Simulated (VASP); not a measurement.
Runs of VASP 6.6.1 on Tc. The structure is that of space group P6_3/mmc (No. 194), or close to it. The cells are those of the table. 

```tsv
task	cell	gap on the mesh (eV)	pressure (GPa)
single point	a = 2.755, b = 2.755, c = 4.407 Å, angles 90.0, 90.0, 120.0°, 2 atoms	none	-5.6
single point	a = 2.773, b = 2.773, c = 4.436 Å, angles 90.0, 90.0, 120.0°, 2 atoms	none	-11.1
electric field gradients	a = 2.740, b = 2.740, c = 4.398 Å, angles 90.0, 90.0, 120.0°, 2 atoms	none	-1.7
electric field gradients	a = 2.737, b = 2.737, c = 4.378 Å, angles 90.0, 90.0, 120.0°, 2 atoms	none	(b)
single point	a = 2.749, b = 2.749, c = 4.401 Å, angles 90.0, 90.0, 120.0°, 2 atoms	none	(a)
```

Alike in all rows: level r2SCAN; potentials or basis VASP PAW PBE potentials, release 64 (Tc_pv); no spin polarisation; k mesh 18 × 18 × 10; cutoff (eV) 520; smearing gaussian 0.05 eV.

Problem. Fill in the values left out.

Solution. (a) -4.0; (b) 0.5.

Caveats: the PAW data sets were made with another functional, which shifts forces and pressure a little; the cell stands under tension (at least some runs).

A k mesh can miss the band edges, and the runs leave out spin-orbit coupling on Tc.

A gap of «none» marks levels without a gap at the run's occupations.
